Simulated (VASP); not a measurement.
A run of VASP 6.6.1:

The input INCAR:

```
PREC = Accurate
ENCUT = 520
EDIFF = 1E-6
ISMEAR = -1
SIGMA = 0.02
LREAL = Auto
LASPH = True
NELM = 60
ALGO = Normal
ISIF = 2
LWAVE = False
LCHARG = False
GGA = PS
NBANDS = 74
```

The input KPOINTS:

```
regular mesh
0
Gamma
  2 2 1
```

The input POSCAR:

```
Si10H5Cl
1.0
    7.6791800000      0.0000000000      0.0000000000
    0.0000000000      7.6791800000      0.0000000000
    0.0000000000      0.0000000000     20.2543620000
H Si Cl
10 20 2
Direct
    0.4093920000      0.0000000000      0.0493721000
    0.0906080000      0.0000000000      0.0493721000
    0.9093920000      0.0000000000      0.0493721000
    0.5906080000      0.0000000000      0.0493721000
    0.4093920000      0.5000000000      0.0493721000
    0.0906080000      0.5000000000      0.0493721000
    0.9093920000      0.5000000000      0.0493721000
    0.5906080000      0.5000000000      0.0493721000
    0.2498149608      0.4720523027      0.4223067417
    0.7498977280      0.4723765166      0.4222500862
    0.2500000000      0.0000000000      0.0921036000
    0.7500000000      0.0000000000      0.0921036000
    0.2500000000      0.5000000000      0.0921036000
    0.7500000000      0.5000000000      0.0921036000
    0.2497354638      0.2500485753      0.1555715649
    0.7496636615      0.2500830234      0.1555459239
    0.2500119993      0.7499685708      0.1610264851
    0.7500228526      0.7499216595      0.1610149764
   -0.0003139056      0.2518695716      0.2200122226
    0.4997857595      0.2518329607      0.2200757968
    0.0000243617      0.7497552245      0.2299504594
    0.5000780662      0.7497983669      0.2299678410
    0.0003434457      0.0119370932      0.2915361726
    0.5003126095      0.0118986421      0.2916405951
    0.0000842059      0.4890855746      0.2926419797
    0.5000556144      0.4891482463      0.2926771673
    0.2502939768      0.0953920347      0.3505349651
    0.7504661047      0.0953901417      0.3505657519
    0.2501031237      0.4090224457      0.3520542348
    0.7501113580      0.4090543709      0.3520362703
    0.7503668801     -0.0017978829      0.4463325152
    0.2498593661     -0.0012979475      0.4463809560
```

Potentials or basis: VASP PAW PBE potentials, release 64 (H, Si, Cl).

Launch:

```bash
$ cat potpaw_PBE.64/H/POTCAR potpaw_PBE.64/Si/POTCAR potpaw_PBE.64/Cl/POTCAR > POTCAR
$ mpirun -np 1 vasp_std > vasp.out
```

Hardware: 1 thread of Intel(R) Xeon(R) Platinum 8259CL CPU @ 2.50GHz (Skylake/Cascade Lake), on a shared host.

**Question.** How long does it take, and how much memory?

**Answer.** Wall time 20 min on 1 thread of Intel(R) Xeon(R) Platinum 8259CL CPU @ 2.50GHz (Skylake/Cascade Lake), with other jobs on the host, peak memory 1.1 GiB. Counts: scf iterations 30, k points 4.
